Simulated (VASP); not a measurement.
The system is LiBe.

```
CELL_PARAMETERS angstrom
0.00000 2.28511 2.28511
2.28511 0.00000 2.28511
2.28511 2.28511 0.00000
ATOMIC_POSITIONS crystal
Li 0.75000 0.75000 0.75000
Be 0.00000 0.00000 0.00000
```

The cell was generated, and may not be a known phase.

- Program: VASP 6.6.1
- Task: relaxation of cell and atoms
- Functional: PBE
- Potentials or basis: VASP PAW PBE potentials, release 64 (Li_sv, Be)
- Cutoff: 600 eV
- k mesh: 6 × 6 × 6
- Occupations: gaussian, width 0.1 eV
- Spin: no spin polarisation

At the start: pressure 21.3 GPa; volume 11.93 Å³/atom.

Problem. How do energy, volume and symmetry change on relaxing?

Solution. Over 4 steps the energy falls by 383.3 meV/atom and the volume is 19.67 Å³/atom (+64.8 %); space group F-43m (No. 216, to 0.1 Å) before and after.

Step by step:
| step | energy change (eV) | largest force (eV/Å) | pressure (GPa) | volume (Å³) |
| --- | --- | --- | --- | --- |
| 1 | 0.0000 | 0.0000 | 21.27 | 23.86 |
| 2 | -0.5315 | 0.0000 | 9.06 | 29.76 |
| 3 | -0.7593 | 0.0000 | 1.24 | 37.55 |
| 4 | -0.7666 | 0.0000 | 0.10 | 39.33 |

Final structure:
```yaml
crystal:
  lattice:
    - [0.00000, 2.69926, 2.69926]
    - [2.69926, 0.00000, 2.69926]
    - [2.69926, 2.69926, 0.00000]
  atoms:
    - { symbol: Li, position: [0.75000, 0.75000, 0.75000] }
    - { symbol: Be, position: [0.00000, 0.00000, 0.00000] }
```

Caveat: the k points lie up to 0.34 Å⁻¹ apart in the final cell, too coarse for converged energies and pressures of a metal; the cutoff is under 1.25 times the usual one of these potentials, so pressure, stress and relaxed cells hold a basis-set (Pulay) error; the volume moved by over 15 % at a fixed basis, so the end points are rough.
